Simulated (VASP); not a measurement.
# BaTiO3 (P1) in VASP: a series of runs, part 2 of 2

VASP 6.6.1.

## Step 4: Single point, LDA+U

File INCAR:

```
  PREC = Accurate
  ENCUT = 600
  EDIFF = 1E-6
  ISMEAR = -1
  SIGMA = 0.05
  LREAL = False
  LASPH = True
  NELM = 200
  ALGO = Normal
  ISIF = 2
  LWAVE = False
  LCHARG = False
  LMAXMIX = 4
  LDAU = True
  LDAUTYPE = 2
  LDAUL = -1 2 -1
  LDAUU = 0 1 0
  LDAUJ = 0 0 0
  LDAUPRINT = 1
  GGA = CA
  NBANDS = 28
  GGA_COMPAT = False
```

File KPOINTS:

```
regular mesh
0
Gamma
  7 7 7
```

File POSCAR:

```
BaTiO3
1.0
    3.9998000000      0.0000000000      0.0000000000
    0.0000000000      3.9998000000      0.0000000000
    0.0000000000      0.0000000000      4.0180000000
Ba Ti O
1 1 3
Direct
    0.9955672000      0.9906407400      0.0035034300
    0.5025366900      0.4919233700      0.4687657700
    0.4792189400      0.5143238900      0.0064065200
    0.5027309200      0.0032990000      0.5093824900
    0.0199462600      0.4998130000      0.5399418000
```

Potentials or basis: VASP PAW LDA potentials, release 64 (Ba_sv, Ti_sv, O).

Started as:

```sh
> cat potpaw_LDA.64/Ba_sv/POTCAR potpaw_LDA.64/Ti_sv/POTCAR potpaw_LDA.64/O/POTCAR > POTCAR
> mpirun -np 1 vasp_std > vasp.out
```

OUTCAR:

```text
PREC = Accurate
   ENCUT = 600
   EDIFF = 1E-6
   ISMEAR = -1
   LREAL = False
   LASPH = True
   NELM = 200
   ISIF = 2
   GGA = CA

 ion  position               nearest neighbor table
   1  0.996  0.991  0.004-   5 2.71   3 2.72   5 2.76   4 2.80   3 2.81   4 2.83   4 2.84   3 2.85
                             4 2.87   5 2.92   3 2.94   5 2.97   2 3.37   2 3.38   2 3.40   2 3.41
   2  0.503  0.492  0.469-   3 1.86   5 1.95   4 1.96   4 2.05   5 2.09   3 2.16   1 3.37   1 3.38
                             1 3.40   1 3.41   1 3.53   1 3.54   1 3.56   1 3.57
   3  0.479  0.514  0.006-   2 1.86   2 2.16   1 2.72   1 2.81   1 2.85   1 2.94
   4  0.503  0.003  0.509-   2 1.96   2 2.05   1 2.80   1 2.83   1 2.84   1 2.87
   5  0.020  0.500  0.540-   2 1.95   2 2.09   1 2.71   1 2.76   1 2.92   1 2.97

  LATTYP: Found a simple tetragonal cell.
 ALAT       =     3.9998000000
 C/A-ratio  =     1.0045502275

  Lattice vectors:

 A1 = (   3.9998000000,   0.0000000000,   0.0000000000)
 A2 = (   0.0000000000,   3.9998000000,   0.0000000000)
 A3 = (   0.0000000000,   0.0000000000,   4.0180000000)

Analysis of symmetry for initial positions (statically):
=====================================================================
 Subroutine PRICEL returns:
 Original cell was already a primitive cell.

 Routine SETGRP: Setting up the symmetry group for a
 simple tetragonal supercell.

 Subroutine GETGRP returns: Found  1 space group operations
 (whereof  1 operations were pure point group operations)
 out of a pool of 16 trial point group operations.

The static configuration has the point symmetry C_1 .

Analysis of symmetry for dynamics (positions and initial velocities):
=====================================================================
[... 184 lines left out ...]
  o =  0.1341  v =  0.0000  0.0000  0.0000  0.0000  0.0000  0.0780 -0.0473  0.0494 -0.9927 -0.0615      0.0000  0.0000  0.0000  0.0000  0.0000  0.0000  0.0000  0.0000  0.0000  0.0000
  o =  0.2414  v =  0.0030 -0.0271  0.0732  0.0668 -0.9947  0.0000  0.0000  0.0000  0.0000  0.0000      0.0000  0.0000  0.0000  0.0000  0.0000  0.0000  0.0000  0.0000  0.0000  0.0000
  o =  0.2414  v =  0.0000  0.0000  0.0000  0.0000  0.0000  0.0030 -0.0271  0.0732  0.0668 -0.9947      0.0000  0.0000  0.0000  0.0000  0.0000  0.0000  0.0000  0.0000  0.0000  0.0000
  o =  0.2541  v =  0.0000  0.0000  0.0000  0.0000  0.0000 -0.0047  0.0321 -0.9954 -0.0466 -0.0773      0.0000  0.0000  0.0000  0.0000  0.0000  0.0000  0.0000  0.0000  0.0000  0.0000
  o =  0.2541  v = -0.0047  0.0321 -0.9954 -0.0466 -0.0773  0.0000  0.0000  0.0000  0.0000  0.0000      0.0000  0.0000  0.0000  0.0000  0.0000  0.0000  0.0000  0.0000  0.0000  0.0000

 number of electron      39.9999997 magnetization

 Free energy of the ion-electron system (eV)
  ---------------------------------------------------
  ext. energy  EPLUGINS =         0.00000000
  ---------------------------------------------------
  free energy    TOTEN  =       -43.23175323 eV

  energy without entropy =      -43.23175323  energy(sigma->0) =      -43.23175323

 E-fermi :   4.5498     XC(G=0): -11.7197

 val. band max:        3.4976321824   @ k =  -0.4286   0.4286   0.4286
 cond. band min:       5.4737804987   @ k =   0.0000   0.0000   0.0000
 fundamental gap:      1.9761483163
 Fermi energy:         4.5497510011

 k-point     1 :       0.0000    0.0000    0.0000
  band No.  band energies     occupation
      1     -52.4845      2.00000
      2     -29.1339      2.00000
      3     -29.0936      2.00000
      4     -29.0929      2.00000
      5     -21.1387      2.00000
      6     -13.0648      2.00000
[... 733 lines left out ...]
     27      11.5520      0.00000
     28      13.0911      0.00000

 [... further k-points ...]

------------------------ aborting loop because EDIFF is reached ----------------------------------------

  FORCE on cell =-STRESS in cart. coord.  units (eV):
  Direction    XX          YY          ZZ          XY          YZ          ZX
  --------------------------------------------------------------------------------------
  -------------------------------------------------------------------------------------
  Total       -2.3995006     -2.1047027     -1.6707331     -0.0443683      0.2336728      0.0275552
  in kB      -59.8060282    -52.4583788    -41.6419624     -1.1058523      5.8241457      0.6867969
  external PRESSURE =     -51.3021231 kB  Pullay stress =       0.0000000 kB

 VOLUME and BASIS-vectors are now :
 -----------------------------------------------------------------------------
  energy-cutoff  :      600.00
  volume of cell :       64.28
      direct lattice vectors                 reciprocal lattice vectors
     3.999800000  0.000000000  0.000000000     0.250012501  0.000000000  0.000000000
     0.000000000  3.999800000  0.000000000     0.000000000  0.250012501  0.000000000
     0.000000000  0.000000000  4.018000000     0.000000000  0.000000000  0.248880040

 POSITION                                       TOTAL-FORCE (eV/Angst)
 -----------------------------------------------------------------------------------
      3.98207      3.96236      0.01408         0.174628      0.200983     -0.364439
      2.01005      1.96760      1.88350        -0.509139     -0.055321      0.807820
      1.91678      2.05719      0.02574         0.789069     -0.329058      0.873335
      2.01082      0.01320      2.04670         0.323736      0.218336     -0.349450
      0.07978      1.99915      2.16949        -0.778295     -0.034940     -0.967267
 -----------------------------------------------------------------------------------
    total drift:                                0.000032      0.000012      0.000169

  FREE ENERGIE OF THE ION-ELECTRON SYSTEM (eV)
  ---------------------------------------------------
  free  energy   TOTEN  =       -43.2317532289 eV

  energy  without entropy=      -43.2317532286  energy(sigma->0) =      -43.23175323
```

stdout:

```text
POSCAR found type information on POSCAR BaTiO
 POSCAR found :  3 types and       5 ions
 scaLAPACK will be used
 LDA part: xc-table for (Slater(with rela. corr.)+CA(PZ))
 , standard interpolation
 POSCAR, INCAR and KPOINTS ok, starting setup
 FFT: planning ... GRIDC
 FFT: planning ... GRID_SOFT
 FFT: planning ... GRID
 WAVECAR not read
 entering main loop
```

Wall time 7.4 min (1 thread of Oxide Virtual Turin-like, shared host); peak memory 0.41 GiB.

What came out:

```
Free energy            : -43.2318 eV
Pressure               : -5.1 GPa
Largest force          : 1.242 eV/Å
Band gap on the k mesh : 1.98 eV (least direct gap 2.24 eV)
```

Forces on the atoms (eV/Å):
```
Ba   0.175  0.201 -0.364
Ti  -0.509 -0.055  0.808
O    0.789 -0.329  0.873
O    0.324  0.218 -0.349
O   -0.778 -0.035 -0.967
```

Levels at points of the mesh, in eV from the valence-band top:
```tsv
k point	band 18	band 19	band 20	band 21	band 22	band 23
(0.00, 0.00, 0.00)	-0.46	-0.34	-0.26	1.98	2.35	2.64
```

Eigenvalues of the final occupation matrices:
| site | spin | trace | eigenvalues |
| --- | --- | --- | --- |
| site 2 d | 1 | 0.88 | 0.12 0.13 0.13 0.24 0.25 |
| site 2 d | 2 | 0.88 | 0.12 0.13 0.13 0.24 0.25 |

Caveat: the cell stands under tension; spin-orbit coupling is left out, which moves the levels of the heavy elements; forces of over 1 eV/Å act on the atoms, so gaps and moduli don't describe the material at rest.

## Step 5: Single point, LDA+U

File INCAR:

```
SYSTEM = BaTiO3
  ALGO = Normal
  EDIFF = 1E-6
  ENCUT = 600
  GGA = CA
  GGA_COMPAT = .False.
  ISIF = 2
  ISMEAR = -1
  LASPH = .True.
  LCHARG = .False.
  LDAU = .True.
  LDAUJ = 0 0 0
  LDAUL = -1 2 -1
  LDAUPRINT = 1
  LDAUTYPE = 2
  LDAUU = 0 2 0
  LMAXMIX = 4
  LREAL = .False.
  LWAVE = .False.
  NBANDS = 28
  NELM = 200
  PREC = Accurate
  SIGMA = 0.05
```

File KPOINTS:

```
k-points
0
Gamma
  7 7 7
  0 0 0
```

POSCAR is that of step 4.

Started as:

```sh
> cat potpaw_LDA.64/Ba_sv/POTCAR potpaw_LDA.64/Ti_sv/POTCAR potpaw_LDA.64/O/POTCAR > POTCAR
> mpirun -np 1 vasp_std > vasp.out
```

It took 6.8 min on 1 thread of Oxide Virtual Turin-like, shared host; peak memory 0.41 GiB.

It converged, with:

```yaml
Free_energy: -42.5299 eV
Pressure: -4.3 GPa
Largest_force: 1.283 eV/Å
Band_gap_on_the_k_mesh: 2.09 eV (least direct gap 2.35 eV)
```

Forces in eV/Å, atoms in the order of the input:
```
Ba   0.176  0.201 -0.372
Ti  -0.431 -0.002  0.981
O    0.781 -0.327  0.707
O    0.320  0.164 -0.351
O   -0.846 -0.037 -0.965
```

Stress tensor (GPa, compression positive):
```
-5.17 -0.11  0.07
-0.11 -4.44  0.53
 0.07  0.53 -3.23
```

Levels at points of the mesh, in eV from the valence-band top:
```tsv
k point	band 18	band 19	band 20	band 21	band 22	band 23
(0.00, 0.00, 0.00)	-0.45	-0.34	-0.26	2.09	2.44	2.72
```

Eigenvalues of the final occupation matrices:
| site | spin | trace | eigenvalues |
| --- | --- | --- | --- |
| site 2 d | 1 | 0.86 | 0.11 0.13 0.13 0.24 0.25 |
| site 2 d | 2 | 0.86 | 0.11 0.13 0.13 0.24 0.25 |

Caveat: the cell stands under tension; spin-orbit coupling is left out, which moves the levels of the heavy elements; forces of over 1 eV/Å act on the atoms, so gaps and moduli don't describe the material at rest. A k mesh can miss the band edges.

## Step 6: Overview

```csv
task,U,cell,gap on the mesh (eV),pressure (GPa),largest force (eV/Å)
relaxation of cell and atoms,Ti d U = 1.0 eV,relaxed,1.95,0.0,0.01
single point,Ti d U = 8.0 eV,as given,2.87,1.1,2.08
single point,Ti d U = 1.0 eV,as given,1.98,-5.1,1.24
single point,Ti d U = 2.0 eV,as given,2.09,-4.3,1.28
```

Alike in all rows: level LDA+U; potentials or basis VASP PAW LDA potentials, release 64 (Ba_sv, Ti_sv, O); no spin polarisation; k mesh 7 × 7 × 7; cutoff (eV) 600; smearing fermi-dirac 0.05 eV.

Caveats: spin-orbit coupling is left out, which moves the levels of the heavy elements; forces of over 1 eV/Å act on the atoms, so gaps and moduli don't describe the material at rest (at least some runs); the cell stands under tension (at least some runs).

Absolute energies hang on the potentials; compare differences alone.
